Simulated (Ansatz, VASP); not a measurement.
## Mo3Ru: VASP beside Ansatz

```
Mo Ru
1.0
     2.76651    0.00000    0.00000
    -1.38326    2.39587    0.00000
     0.00000    0.00000    9.31812
Mo Ru
3 1
Direct
  0.33333 0.66667 0.73762
  0.33333 0.66667 0.26238
  0.66667 0.33333 0.00000
  0.66667 0.33333 0.50000
```

Alike in both runs: functional PBE; k mesh 6 × 6 × 4; occupations gaussian, width 0.1 eV; no spin polarisation.

Ansatz relaxed the structure, and its values are those at the end. VASP's run is a single point on that final structure, the one shown.

|  | VASP | Ansatz |
| --- | --- | --- |
| version | VASP 6.6.1 | Ansatz 0.2.0 |
| potentials or method | VASP PAW PBE potentials, release 64 (Mo_sv, Ru_pv), cutoff 520 eV | scalar-relativistic, plane waves, PAW |
| valence electrons in the cell | 56 | 58 |

|  | VASP | Ansatz | Ansatz less VASP |
| --- | --- | --- | --- |
| gap on the k mesh at the Fermi level (eV) | none | none | - |
| pressure (GPa) | 0.4 | 0.0 | -0.35 |

A gap of «none» marks a metal or a gap that the smearing closes. With one functional, cell and mesh, what is left measures potentials, basis and numerics. VASP's potentials hold 56 valence electrons a cell and Ansatz's 58, so a difference there can come from the potentials and not from the codes.

The k mesh is coarse, so the values compare programs but aren't converged.
